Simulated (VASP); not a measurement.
**ZnS: single point with LDA**

The system is ZnS.

```
CELL_PARAMETERS angstrom
0.00000 2.70041 2.70041
2.70041 0.00000 2.70041
2.70041 2.70041 0.00000
ATOMIC_POSITIONS crystal
Zn 0.25000 0.25000 0.25000
S 0.00000 0.00000 0.00000
```

```
Program             : VASP 6.6.1
Task                : single point
Functional          : LDA
Potentials or basis : VASP PAW LDA potentials, release 64 (Zn, S)
Cutoff              : 500 eV
k mesh              : 10 × 10 × 10
Occupations         : gaussian, width 0.02 eV
Spin                : no spin polarisation
```

| Item | Value |
| --- | --- |
| Pressure | -4.2 GPa |
| Band gap on the k mesh | 1.90 eV |

Levels at points of the mesh, in eV from the valence-band top:
```tsv
k point	band 6	band 7	band 8	band 9	band 10	band 11	band 12	band 13
(0.00, 0.00, 0.00)	-6.02	0.00	0.00	0.00	1.90	6.25	6.25	6.25
(0.50, 0.00, 0.00)	-5.81	-5.39	-0.88	-0.88	3.12	6.79	6.79	8.63
(0.50, 0.50, 0.00)	-5.80	-4.67	-2.25	-2.25	3.19	3.90	10.73	11.79
```

It took 13 s on 1 thread of AMD EPYC 9R45 96-Core Processor (Zen 5) (shared host), peak memory 0.12 GiB.

Caveat: the cell stands under tension. Expect the measured gap to be larger: semilocal functionals such as LDA lack the derivative discontinuity.
